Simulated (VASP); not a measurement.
# Ag: single point with PBE

The system is Ag.

```
Ag
1.0
     0.00000    2.04500    2.04500
     2.04500    0.00000    2.04500
     2.04500    2.04500    0.00000
Ag
1
Direct
  0.00000 0.00000 0.00000
```

```yaml
Program: VASP 6.6.1
Task: single point
Functional: PBE
Potentials_or_basis: VASP PAW PBE potentials, release 64 (Ag)
Cutoff: 520 eV
k_mesh: 14 × 14 × 14
Occupations: gaussian, width 0.05 eV
Spin: no spin polarisation
Dipole_correction: no
Further_INCAR_settings: ALGO = Fast; EDIFF = 1e-07; NBANDS = 12
```

```json
{
  "Pressure": "4.1 GPa"
}
```

Levels at points of the mesh, in eV from the Fermi level:
| k point | band 4 | band 5 | band 6 | band 7 | band 8 | band 9 |
| --- | --- | --- | --- | --- | --- | --- |
| (0.00, 0.00, 0.00) | -4.75 | -3.72 | -3.72 | 16.07 | 19.63 | 19.63 |
| (0.50, 0.00, 0.00) | -2.93 | -2.93 | -0.34 | 3.64 | 15.30 | 17.89 |
| (0.50, 0.50, 0.00) | -2.72 | -2.72 | 1.66 | 6.77 | 10.70 | 10.70 |

It took 11 s on 1 thread of Intel(R) Xeon(R) Platinum 8488C (Sapphire Rapids), on a shared host, peak memory 0.14 GiB.
